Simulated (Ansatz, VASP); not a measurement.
**FeO: VASP beside Ansatz**

```
Fe O
1.0
     0.00000    2.19074    2.19074
     2.19074    0.00000    2.19074
     2.19074    2.19074    0.00000
Fe O
1 1
Direct
  0.00000 0.00000 0.00000
  0.50000 0.50000 0.50000
```

Change from the starting cell: volume scaled by 1.05, PAW files.

Alike in both runs: task electric field gradients; functional PBE; k mesh 15 × 15 × 15; occupations fermi-dirac, width 0.03 eV; collinear spin.

```csv
,VASP,Ansatz
version,VASP 6.6.1,Ansatz 0.2.0
potentials or method,"VASP PAW PBE potentials, release 64 (Fe, O)","PAW with Ansatz's default frozen-core files, scalar-relativistic"
plane-wave cutoff (eV),520,420
valence electrons in the cell,14,22
```

Ansatz gave:

* pressure (GPa): -8.3
* net moment per atom (μB): 2.00
* size of the moment on the site where the two differ most (μB): 3.47

Task: Which values does VASP return?

Result: Pressure (GPa): -8.3; net moment per atom (μB): 2.00; size of the moment on the site where the two differ most (μB): 3.62.

Site moments also hang on the region over which each program counts them. VASP's potentials hold 14 valence electrons a cell and Ansatz's 22, so a difference there can come from the potentials and not from the codes.
